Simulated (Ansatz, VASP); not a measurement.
One calculation of BN, two programs

The input INCAR:

```
PREC = Accurate
ENCUT = 520
EDIFF = 1E-6
ISMEAR = 0
SIGMA = 0.05
LREAL = False
LASPH = True
NELM = 60
ALGO = Normal
ISIF = 2
LWAVE = False
LCHARG = False
GGA = CA
NBANDS = 16
```

KPOINTS

```
Automatic mesh
0
Gamma
  12 12 4
```

Contents of POSCAR:

```
BN
1.0
    2.5039917043      0.0000000000      0.0000000000
   -1.2519958522      2.1685204268      0.0000000000
    0.0000000000      0.0000000000      6.6612000000
B N
2 2
Direct
    0.2734289815      0.6666666667      0.2500000000
    0.6666415559      0.3333333333      0.7500000000
    0.3333304784      0.6666666667      0.7500000000
    0.7129205026      0.3333333333      0.2500000000
```

Input for Ansatz:

```yaml
crystal:
  lattice:
    - [2.5039917043, 0.0, 0.0]
    - [-1.2519958522, 2.1685204268, 0.0]
    - [0.0, 0.0, 6.6612]
  atoms:
    - { symbol: B, position: [0.2734289815, 0.6666666667, 0.25] }
    - { symbol: B, position: [0.6666415559, 0.3333333333, 0.75] }
    - { symbol: "N", position: [0.3333304784, 0.6666666667, 0.75] }
    - { symbol: "N", position: [0.7129205026, 0.3333333333, 0.25] }
basis:
  ecutwfc: 420
kpoints:
  mp_grid: { grid: [12, 12, 4] }
hamiltonian:
  xc: lda
scf:
  occupations: { method: gaussian, width: 0.05 }
output:
  forces: true
  stress: true
  eigenvalues: true
```

Change from the starting cell: mode 9 (1350.8 1/cm) frozen in, largest displacement -0.150 Å.

Alike in both runs: task single point; functional LDA; k mesh 12 × 12 × 4; occupations gaussian, width 0.05 eV; no spin polarisation.

|  | VASP | Ansatz |
| --- | --- | --- |
| version | VASP 6.6.1 | Ansatz 0.2.0 |
| potentials or method | VASP PAW LDA potentials, release 64 (B, N), cutoff 520 eV | scalar-relativistic, plane waves, PAW |
| valence electrons in the cell | 16 | 16 |

Ansatz gave:

```
gap on the k mesh at the Fermi level (eV)                     : 2.12
least direct gap on the mesh (eV)                             : 3.51
pressure (GPa)                                                : 9.2
traceless stress, the component that is largest in VASP (GPa) : 20.23
rms of the force components (eV/Å)                            : 5.165
```

Task: Which values does VASP return?

Result: gap on the k mesh at the Fermi level (eV): 2.10; least direct gap on the mesh (eV): 3.50; pressure (GPa): 9.5; traceless stress, the component that is largest in VASP (GPa): 20.16; rms of the force components (eV/Å): 5.143.

LDA's correlation is that of Perdew and Zunger in VASP and of Perdew and Wang (1992) in Ansatz. Atom by atom the forces differ by 0.022 eV/Å (rms over components).
